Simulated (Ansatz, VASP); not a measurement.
# One calculation of SnH5, two programs

```
CELL_PARAMETERS angstrom
4.05729 0.00000 0.00000
-2.02864 3.51371 0.00000
0.00000 0.00000 4.13656
ATOMIC_POSITIONS crystal
Sn 0.00000 0.00000 0.50000
H 0.66667 0.33333 0.90716
H 0.00000 0.00000 0.00000
H 0.66667 0.33333 0.09284
H 0.33333 0.66667 0.09284
H 0.33333 0.66667 0.90716
```

Change from the starting cell: species swapped into the BaSn5 type (P6/mmm, No. 191).

Alike in both runs: task relaxation of cell and atoms; functional PBE; k mesh 12 × 12 × 10; occupations gaussian, width 0.1 eV; no spin polarisation.

```csv
,VASP,Ansatz
version,VASP 6.6.1,Ansatz 0.2.0
potentials or method,"VASP PAW PBE potentials, release 64 (Sn_d, H), cutoff 600 eV","scalar-relativistic, plane waves, PAW"
valence electrons in the cell,19,19
```

VASP gave:

* gap on the k mesh at the Fermi level, each at its own relaxed structure (eV): none
* relaxed volume (Å³/atom): 9.56
* relaxed length of the cell vector where the two differ most in proportion (Å): 4.008

Question: Estimate Ansatz's values.

Answer: gap on the k mesh at the Fermi level, each at its own relaxed structure (eV): none; relaxed volume (Å³/atom): 9.61; relaxed length of the cell vector where the two differ most in proportion (Å): 4.018.

A gap of «none» marks a metal or a gap that the smearing closes.
